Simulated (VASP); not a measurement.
A run of VASP 6.6.1 is set up as follows.

Contents of INCAR:

```
SYSTEM = Y
PREC = Accurate
ENCUT = 520
EDIFF = 1E-6
ISMEAR = -1
SIGMA = 0.05
LREAL = .False.
LASPH = .True.
NELM = 100
ALGO = Fast
ISIF = 2
LWAVE = .False.
LCHARG = .False.
GGA = PE
NBANDS = 18
```

The input KPOINTS:

```
Automatic mesh
0
Gamma
  8 8 5
  0 0 0
```

Contents of POSCAR:

```
Y
1.0
    3.6953976095      0.0000000000      0.0000000000
   -1.8476988047      3.2003082069      0.0000000000
    0.0000000000      0.0000000000      5.8060112795
Y
2
Direct
    0.6666666667      0.3333333333      0.7500000000
    0.3333333333      0.6666666667      0.2500000000
```

Potentials or basis: VASP PAW PBE potentials, release 64 (Y_sv).

Command:

```bash
$ cat potpaw_PBE.64/Y_sv/POTCAR > POTCAR
$ mpirun -np 1 vasp_std > vasp.out
```

(1) What does it give for the band gap on the k mesh?

(2) What does it give for the pressure?

## Answers

(1) zero (band 11 reaches 3.54 eV, above the bottom of band 12 at 2.32 eV).

(2) -1.7 GPa.
